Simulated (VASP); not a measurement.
Input of a VASP 6.6.1 run:

INCAR

```
SYSTEM = HfTi9
PREC = Accurate
ENCUT = 520
EDIFF = 1E-6
ISMEAR = -1
SIGMA = 0.2499
LREAL = Auto
LASPH = .True.
NELM = 60
ALGO = Normal
ISIF = 2
LWAVE = .False.
LCHARG = .True.
GGA = PE
LELF = .True.
LVHAR = .True.
NBANDS = 134
ISYM = 0
```

The input KPOINTS:

```
Automatic mesh
0
Gamma
  1 1 1
  0.25 0.25 0.25
```

Contents of POSCAR:

```
HfTi9
1.0
    7.2123050000      0.3730170000      0.2320640000
    0.3730170000      7.2034180000     -0.0335060000
    0.2320640000     -0.0335060000      7.4116840000
Ti Hf
18 2
Direct
    0.5393413412      0.4317072938      0.6172201993
    0.8299010462      0.7193066115      0.6996774189
    0.0976407489      0.6723683053      0.0984484052
    0.7420432988      0.3865830360      0.8613372231
   -0.0733238311      0.9396189639      0.3280344514
    0.9471233216      0.0824914989      0.9471094199
    0.5797284619      0.0391597559      0.7854611693
    0.5099526055      0.8325312911      0.4266363963
    0.4558302411      0.4959528612      0.1105532302
    0.0268911926      0.3218763371      0.2064308612
    0.2129884347      0.3078180797      0.8124098119
    0.7247605390      0.8286106193      0.0901824198
    0.1471212326      0.9476430795      0.6496131226
    0.8029823388      0.5003925309      0.2868628585
    0.4473477363      0.7176569421      0.8132646384
    0.6548945701      0.1624455773      0.2045067555
    0.2036561680      0.5905575076      0.5298392315
    0.9066484661      0.2616232325      0.5745476303
    0.2943942203      0.9645276141      0.0583067440
    0.2621484809      0.1781893831      0.4461723123
```

Potentials or basis: VASP PAW PBE potentials, release 64 (Ti_sv, Hf_pv).

Run with:

```bash
$ cat potpaw_PBE.64/Ti_sv/POTCAR potpaw_PBE.64/Hf_pv/POTCAR > POTCAR
$ mpirun -np 1 vasp_std > vasp.out
```

What does it give for the pressure?

0.8 GPa.

What does it give for the largest force?

3.293 eV/Å.

Estimate the band gap on the k mesh.

0.06 eV.

Forces in eV/Å, atoms in the order of the input:
```
Ti  -0.810 -0.321 -1.921
Ti   0.367 -0.073 -0.302
Ti  -0.019 -0.737 -0.840
Ti   0.903  0.493  2.651
Ti   0.829  0.224  1.230
Ti  -0.825 -0.997 -0.038
Ti   0.567  1.272 -0.826
Ti   0.244 -0.570  0.256
Ti  -0.767 -0.204  0.605
Ti   1.958 -1.170 -1.337
Ti   0.253  0.724  0.808
Ti  -1.274 -1.521 -1.384
Ti  -0.058 -1.472  1.577
Ti  -2.061  2.427  0.840
Ti  -0.219 -0.362 -0.657
Ti  -1.187  0.658  0.312
Ti  -0.583 -0.554 -1.150
Ti  -0.226 -0.329 -0.061
Hf   0.716  1.327  1.707
Hf   2.190  1.185 -1.469
```

Caveat: the k points lie up to 0.88 Å⁻¹ apart; spin-orbit coupling is left out, which moves the levels of the heavy elements.
